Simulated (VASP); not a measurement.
# SnO2 (P4_2/mnm) in VASP: further runs, part 2 of 2

VASP 6.6.1. The steps go on from the part before.

### 4 Single point, PBEsol

This run uses another cell than the first one, of 12.42 Å³/atom.

Input file INCAR:

```
PREC = Accurate
ENCUT = 520
EDIFF = 1E-6
ISMEAR = 0
SIGMA = 0.02
LREAL = F
LASPH = T
NELM = 100
ALGO = Normal
ISIF = 2
LWAVE = F
LCHARG = F
GGA = PS
NBANDS = 35
```

Input file KPOINTS:

```
regular mesh
0
Gamma
  6 6 8
```

Input file POSCAR:

```
SnO2
1.0
    4.8399667118      0.0000000000      0.0000000000
    0.0000000000      4.8399667118      0.0000000000
    0.0000000000      0.0000000000      3.1802042548
Sn O
2 4
Direct
    0.5000000000      0.5000000000      0.5000000000
    0.0000000000      0.0000000000      0.0000000000
    0.1936039354      0.8063960646      0.5000000000
    0.8063960646      0.1936039354      0.5000000000
    0.3063960646      0.3063960646      0.0000000000
    0.6936039354      0.6936039354      0.0000000000
```

Potentials or basis: VASP PAW PBE potentials, release 64 (Sn_d, O).

Launch:

```
$ cat potpaw_PBE.64/Sn_d/POTCAR potpaw_PBE.64/O/POTCAR > POTCAR
$ mpirun -np 1 vasp_std > vasp.out
```

OUTCAR:

```text
PREC = Accurate
   ENCUT = 520
   EDIFF = 1E-6
   ISMEAR = 0
   LREAL = F
   LASPH = T
   NELM = 100
   ISIF = 2
   GGA = PS

 ion  position               nearest neighbor table
   1  0.500  0.500  0.500-   5 2.07   6 2.07   5 2.07   6 2.07   3 2.10   4 2.10
   2  0.000  0.000  0.000-   3 2.07   4 2.07   3 2.07   4 2.07   5 2.10   6 2.10
   3  0.194  0.806  0.500-   2 2.07   2 2.07   1 2.10
   4  0.806  0.194  0.500-   2 2.07   2 2.07   1 2.10
   5  0.306  0.306  0.000-   1 2.07   1 2.07   2 2.10
   6  0.694  0.694  0.000-   1 2.07   1 2.07   2 2.10

  LATTYP: Found a simple tetragonal cell.
 ALAT       =     4.8399667118
 C/A-ratio  =     0.6570715140

  Lattice vectors:

 A1 = (   4.8399667118,   0.0000000000,   0.0000000000)
 A2 = (   0.0000000000,   4.8399667118,   0.0000000000)
 A3 = (   0.0000000000,   0.0000000000,   3.1802042548)

Analysis of symmetry for initial positions (statically):
=====================================================================
 Subroutine PRICEL returns:
 Original cell was already a primitive cell.

 Routine SETGRP: Setting up the symmetry group for a
 simple tetragonal supercell.

 Subroutine GETGRP returns: Found 16 space group operations
 (whereof  8 operations were pure point group operations)
 out of a pool of 16 trial point group operations.

The static configuration has the point symmetry D_2h.
 The point group associated with its full space group is D_4h.

Analysis of symmetry for dynamics (positions and initial velocities):
=====================================================================
 Subroutine PRICEL returns:
 Original cell was already a primitive cell.

 Routine SETGRP: Setting up the symmetry group for a
 simple tetragonal supercell.

 Subroutine GETGRP returns: Found 16 space group operations
 (whereof  8 operations were pure point group operations)
 out of a pool of 16 trial point group operations.

The dynamic configuration has the point symmetry D_2h.
 The point group associated with its full space group is D_4h.

 Subroutine INISYM returns: Found 16 space group operations
 (whereof  8 operations are pure point group operations),
 and found     1 'primitive' translations

----------------------------------------------------------------------------------------

                                     Primitive cell

  volume of cell :      74.4972

  direct lattice vectors                    reciprocal lattice vectors
     4.839966712  0.000000000  0.000000000     0.206612991  0.000000000  0.000000000
     0.000000000  4.839966712  0.000000000     0.000000000  0.206612991  0.000000000
     0.000000000  0.000000000  3.180204255     0.000000000  0.000000000  0.314445212

  length of vectors
     4.839966712  4.839966712  3.180204255     0.206612991  0.206612991  0.314445212

  position of ions in fractional coordinates (direct lattice)
     0.500000000  0.500000000  0.500000000
     0.000000000  0.000000000  0.000000000
     0.193603935  0.806396065  0.500000000
     0.806396065  0.193603935  0.500000000
     0.306396065  0.306396065  0.000000000
     0.693603935  0.693603935  0.000000000

  ion indices of the primitive-cell ions
   primitive index   ion index
                 1           1
                 2           2
                 3           3
[... 33 lines left out ...]
  0.166667  0.000000  0.000000      4.000000
  0.333333  0.000000  0.000000      4.000000
  0.500000  0.000000  0.000000      2.000000
  0.166667  0.166667  0.000000      4.000000
  0.333333  0.166667  0.000000      8.000000
[... 16 lines left out ...]
  0.333333  0.000000  0.250000      8.000000
  0.500000  0.000000  0.250000      4.000000
 [... further k-points ...]
   k-points           NKPTS =     50   k-points in BZ     NKDIM =     50   number of bands    NBANDS=     35
   number of dos      NEDOS =    301   number of ions     NIONS =      6
   total plane-waves  NPLWV =  31104
   dimension x,y,z NGX =    36 NGY =   36 NGZ =   24
   dimension x,y,z NGXF=    72 NGYF=   72 NGZF=   48
   ions per type =               2   4
   NGX,Y,Z   is equivalent  to a cutoff of  12.37, 12.37, 12.55 a.u.
   NGXF,Y,Z  is equivalent  to a cutoff of  24.73, 24.73, 25.09 a.u.
 SYSTEM =  unknown system
   PREC   = accura    normal or accurate (medium, high low for compatibility)
   ISTART =      0    job   : 0-new  1-cont  2-samecut
   ICHARG =      2    charge: 1-file 2-atom 10-const
   ISPIN  =      1    spin polarized calculation?
   LNONCOLLINEAR =      F non collinear calculations
   LSORBIT =      F    spin-orbit coupling
   LASPH  =      T    aspherical Exc in radial PAW
   ENCUT  =  520.0 eV  38.22 Ry    6.18 a.u.   9.00  9.00  5.91*2*pi/ulx,y,z
   NELM   =    100;   NELMIN=  2; NELMDL= -5     # of ELM steps
   EDIFF  = 0.1E-05   stopping-criterion for ELM
   LREAL  =      F    real-space projection
   EDIFFG = 0.1E-04   stopping-criterion for IOM
   NSW    =      0    number of steps for IOM
   IBRION =     -1    ionic relax: 0-MD 1-quasi-New 2-CG
   NFREE  =      0    steps in history (QN), initial steepest desc. (CG)
   ISIF   =      2    stress and relaxation
   ISYM   =      2    0-nonsym 1-usesym 2-fastsym
   POTIM  = 0.5000    time-step for ionic-motion
   TEBEG  =    0.0;   TEEND  =   0.0 temperature during run
   PSTRESS=    0.0 pullay stress
   NELECT =      52.0000    total number of electrons
   NUPDOWN=      -1.0000    fix difference up-down
   EMIN   =  10.00;   EMAX   =-10.00  energy-range for DOS
   EFERMI =   0.00;   METHOD = LEGACY
   ISMEAR =     0;   SIGMA  =   0.02  broadening in eV -4-tet -1-fermi 0-gaus
   EFERMI_NEDOS =   21; number of points for ismear=-14 and -15
   IALGO  =     38    algorithm
   IMIX   =      4    mixing-type and parameters
     AMIX     =   0.40;   BMIX     =  1.00
     AMIX_MAG =   1.60;   BMIX_MAG =  1.00
  volume/ion in A,a.u.               =      12.42        83.79
  Fermi-wavevector in a.u.,A,eV,Ry     =   1.452210  2.744279 28.693507  2.108913
  Thomas-Fermi vector in A             =   2.569618
   LORBIT       =      0    0 simple, 1 ext, 2 COOP (PROOUT), +10 PAW based schemes
   GGA     = PS    functional components
   LHFCALC =     F    Hartree Fock is set to
   AEXX    =    0.0000 exact exchange contribution
   IVDW    =     0    specifies the selected vdW correction
   LEPSILON=     F    determine dielectric tensor
   LRPA    =     F    only Hartree local field effects (RPA)
 non-spin polarized calculation
 Gauss-broadening in eV      SIGMA  =   0.02
  energy-cutoff  :      520.00
  volume of cell :       74.50
 maximum number of plane-waves:      2036
 NGX is ok and might be reduce to    36
   NGX = 17   NGY = 17   NGZ = 11

 number of electron      52.0000007 magnetization

 Free energy of the ion-electron system (eV)
  ---------------------------------------------------
  ext. energy  EPLUGINS =         0.00000000
  ---------------------------------------------------
  free energy    TOTEN  =       -39.64704335 eV

  energy without entropy =      -39.64704335  energy(sigma->0) =      -39.64704335

 E-fermi :   5.6603     XC(G=0): -11.3100

 val. band max:        5.5434480866   @ k =   0.0000   0.0000   0.0000
 cond. band min:       6.3331667599   @ k =   0.0000   0.0000   0.0000
 fundamental gap:      0.7897186733
 Fermi energy:         5.6602737169

 k-point     1 :       0.0000    0.0000    0.0000
  band No.  band energies     occupation
      1     -15.4490      2.00000
      2     -14.7818      2.00000
      3     -14.5081      2.00000
      4     -14.4808      2.00000
      5     -14.4808      2.00000
      6     -14.3864      2.00000
[... 901 lines left out ...]
     34      17.4217      0.00000
     35      17.7248      0.00000

 [... further k-points ...]

------------------------ aborting loop because EDIFF is reached ----------------------------------------

  FORCE on cell =-STRESS in cart. coord.  units (eV):
  Direction    XX          YY          ZZ          XY          YZ          ZX
  --------------------------------------------------------------------------------------
  -------------------------------------------------------------------------------------
  Total       -1.6861756     -1.6861756      0.3697684      0.0000000      0.0000000      0.0000000
  in kB      -36.2638260    -36.2638260      7.9524444      0.0000000      0.0000000      0.0000000
  external PRESSURE =     -21.5250692 kB  Pullay stress =       0.0000000 kB

 VOLUME and BASIS-vectors are now :
 -----------------------------------------------------------------------------
  energy-cutoff  :      520.00
  volume of cell :       74.50
      direct lattice vectors                 reciprocal lattice vectors
     4.839966712  0.000000000  0.000000000     0.206612991  0.000000000  0.000000000
     0.000000000  4.839966712  0.000000000     0.000000000  0.206612991  0.000000000
     0.000000000  0.000000000  3.180204255     0.000000000  0.000000000  0.314445212

 POSITION                                       TOTAL-FORCE (eV/Angst)
 -----------------------------------------------------------------------------------
      2.41998      2.41998      1.59010         0.000000      0.000000      0.000000
      0.00000      0.00000      0.00000         0.000000      0.000000      0.000000
      0.93704      3.90293      1.59010         0.015625     -0.015625      0.000000
      3.90293      0.93704      1.59010        -0.015625      0.015625      0.000000
      1.48295      1.48295      0.00000        -0.015625     -0.015625     -0.000000
      3.35702      3.35702      0.00000         0.015625      0.015625      0.000000
 -----------------------------------------------------------------------------------
    total drift:                               -0.000000      0.000000      0.000000

  FREE ENERGIE OF THE ION-ELECTRON SYSTEM (eV)
  ---------------------------------------------------
  free  energy   TOTEN  =       -39.6470433543 eV

  energy  without entropy=      -39.6470433543  energy(sigma->0) =      -39.64704335
```

stdout:

```text
POSCAR found type information on POSCAR SnO
 POSCAR found :  2 types and       6 ions
 scaLAPACK will be used
 -----------------------------------------------------------------------------
|                                                                             |
|                                                                             |
|     You enforced a specific xc type in the INCAR file but a different       |
|     I HOPE YOU KNOW WHAT YOU ARE DOING!                                     |
|                                                                             |
 -----------------------------------------------------------------------------

 LDA part: xc-table for (Slater+PW92), standard interpolation
 POSCAR, INCAR and KPOINTS ok, starting setup
 FFT: planning ... GRIDC
 FFT: planning ... GRID_SOFT
 FFT: planning ... GRID
 WAVECAR not read
 entering main loop
```

Run time: 64 s. Hardware: 1 thread of AMD EPYC 9R45 (Zen 5), shared host; peak memory 0.21 GiB.

What came out:

```
Free energy            : -39.6470 eV
Pressure               : -2.2 GPa
Largest force          : 0.022 eV/Å
Band gap on the k mesh : 0.79 eV
```

Forces in eV/Å, atoms in the order of the input:
```
Sn   0.000  0.000  0.000
Sn   0.000  0.000  0.000
O    0.016 -0.016  0.000
O   -0.016  0.016  0.000
O   -0.016 -0.016  0.000
O    0.016  0.016  0.000
```

Caveat: semilocal functionals underestimate gaps, and a narrow one can read as zero; the PAW data sets were made with another functional, which shifts forces and pressure a little; spin-orbit coupling is left out, which moves the levels of the heavy elements.
